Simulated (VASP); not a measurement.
Here is a VASP 6.6.1 calculation.

File POSCAR:

```
BeS
1.0
    0.0000000000      2.4343062282      2.4343062282
    2.4343062282      0.0000000000      2.4343062282
    2.4343062282      2.4343062282      0.0000000000
Be S
1 1
Direct
    0.0000000000      0.0000000000      0.0000000000
    0.2500000000      0.2500000000      0.2500000000
```

The input INCAR.step1:

```
ALGO     = Normal         # electronic algorithm
EDIFF    = 1E-5           # SCF threshold, eV
ENCUT    = 520            # plane-wave cutoff, eV
GGA      = PE             # functional
ISIF     = 2              # what is computed and relaxed
ISMEAR   = 0              # smearing method
LASPH    = True           # aspherical terms in the spheres
LCHARG   = False          # write CHGCAR
LREAL    = False          # projectors in reciprocal space
LWAVE    = True           # write WAVECAR
NBANDS   = 11             # bands
NELM     = 60             # most SCF steps
PREC     = Accurate       # precision mode
SIGMA    = 0.01           # smearing width, eV
```

The input INCAR.step2:

```
AEXX     = 0.25           # exact-exchange fraction
ALGO     = Normal         # electronic algorithm
EDIFF    = 1E-6           # SCF threshold, eV
ENCUT    = 520            # plane-wave cutoff, eV
GGA      = PE             # functional
ISIF     = 2              # what is computed and relaxed
ISMEAR   = 0              # smearing method
ISTART   = 1            
LASPH    = True           # aspherical terms in the spheres
LCHARG   = False          # write CHGCAR
LHFCALC  = True           # exact exchange
LREAL    = False          # projectors in reciprocal space
LWAVE    = False          # write WAVECAR
NBANDS   = 11             # bands
NELM     = 60             # most SCF steps
PREC     = Accurate       # precision mode
PRECFOCK = Normal       
SIGMA    = 0.01           # smearing width, eV
```

File KPOINTS:

```
k-points
0
Gamma
  6 6 6
```

Potentials or basis: VASP PAW PBE potentials, release 64 (Be, S).

Run with:

```bash
$ cat potpaw_PBE.64/Be/POTCAR potpaw_PBE.64/S/POTCAR > POTCAR
$ cp INCAR.step1 INCAR
$ mpirun -np 1 vasp_std > vasp.out
$ cp INCAR.step2 INCAR
$ mpirun -np 1 vasp_std > vasp.out
```

Question: Estimate the band gap on the k mesh.

Answer: 4.80 eV, indirect (least direct gap 7.62 eV).

Question: What does it give for the pressure?

Answer: -1.1 GPa.

Caveat: the PAW data sets were made with another functional, which shifts forces and pressure a little. A k mesh can miss the band edges.
